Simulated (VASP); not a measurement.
SnTe:

```xyz
2
Lattice="0.0000 3.6111 3.6111 3.6111 0.0000 3.6111 3.6111 3.6111 0.0000" Properties=species:S:1:pos:R:3 pbc="T T T"
Te    1.8056    1.8056    1.8056
Sn    0.0000    0.0000    0.0000
```

Base run:

```yaml
Program: VASP 6.6.1
Functional: PBEsol-based global hybrid with 25 % exact exchange
Potentials_or_basis: VASP PAW PBE potentials, release 64 (Te, Sn_d)
Cutoff: 520 eV
k_mesh: 4 × 4 × 4
Occupations: fermi-dirac, width 0.05 eV
Spin: no spin polarisation
```

Its results: band gap on the k mesh 0.93 eV (least direct gap 1.75 eV); pressure -1.7 GPa.

After a change of settings the same cell gave: band gap on the k mesh 1.02 eV (least direct gap 1.86 eV); pressure -1.1 GPa. Which change was it?
A. functional from PBEsol-based global hybrid with 25 % exact exchange to HSE06; further incar settings from ALGO = Normal; EDIFF = 1e-06; NBANDS = 17 to ALGO = Normal; EDIFF = 1e-07; NBANDS = 17
B. functional from PBEsol-based global hybrid with 25 % exact exchange to PBEsol; occupations from fermi-dirac, width 0.05 eV to fermi-dirac, width 0.03 eV
C. functional from PBEsol-based global hybrid with 25 % exact exchange to r2SCAN0
D. functional from PBEsol-based global hybrid with 25 % exact exchange to HSE06

C.

Caveats: the PAW data sets were made with another functional, which shifts forces and pressure a little; spin-orbit coupling is left out, which moves the levels of the heavy elements.
